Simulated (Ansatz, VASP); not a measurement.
## One calculation of Rh, two programs

The input INCAR:

```
ALGO = Fast
EDIFF = 1E-6
ENCUT = 520
GGA = PE
ISIF = 2
ISMEAR = 0
LASPH = T
LCHARG = T
LELF = T
LREAL = F
LVHAR = T
LWAVE = F
NBANDS = 14
NELM = 100
PREC = Accurate
SIGMA = 0.15
```

KPOINTS

```
k-points
0
Gamma
  22 22 22
```

File POSCAR:

```
Rh
1.0
    0.0000000000      1.9585965000      1.9015500000
    1.9585965000      0.0000000000      1.9015500000
    1.9585965000      1.9585965000      0.0000000000
Rh
1
Direct
    0.0000000000      0.0000000000      0.0000000000
```

Input for Ansatz:

```yaml
crystal:
  lattice:
    - [0.0, 1.9585965, 1.90155]
    - [1.9585965, 0.0, 1.90155]
    - [1.9585965, 1.9585965, 0.0]
  atoms:
    - { symbol: Rh, position: [0.0, 0.0, 0.0] }
basis:
  ecutwfc: 420
kpoints:
  mp_grid: { grid: [22, 22, 22] }
hamiltonian:
  xc: pbe
scf:
  occupations: { method: gaussian, width: 0.15 }
output:
  forces: true
  stress: true
  eigenvalues: true
```

Change from the starting cell: strain +0.030 along x and y, +0.000 along z, atoms carried along.

Alike in both runs: task single point; functional PBE; k mesh 22 × 22 × 22; occupations gaussian, width 0.15 eV; no spin polarisation.

|  | VASP | Ansatz |
| --- | --- | --- |
| version | VASP 6.6.1 | Ansatz 0.2.0 |
| potentials or method | VASP PAW PBE potentials, release 64 (Rh_pv), cutoff 520 eV | scalar-relativistic, plane waves, PAW |
| valence electrons in the cell | 15 | 17 |

VASP gave:

- gap on the k mesh at the Fermi level (eV): none
- pressure (GPa): -8.7
- traceless stress, the component that is largest in VASP (GPa): 3.94

Which values does Ansatz return?

gap on the k mesh at the Fermi level (eV): none; pressure (GPa): -8.6; traceless stress, the component that is largest in VASP (GPa): 3.95.

A gap of «none» marks a metal or a gap that the smearing closes. VASP's potentials hold 15 valence electrons a cell and Ansatz's 17, so a difference there can come from the potentials and not from the codes.
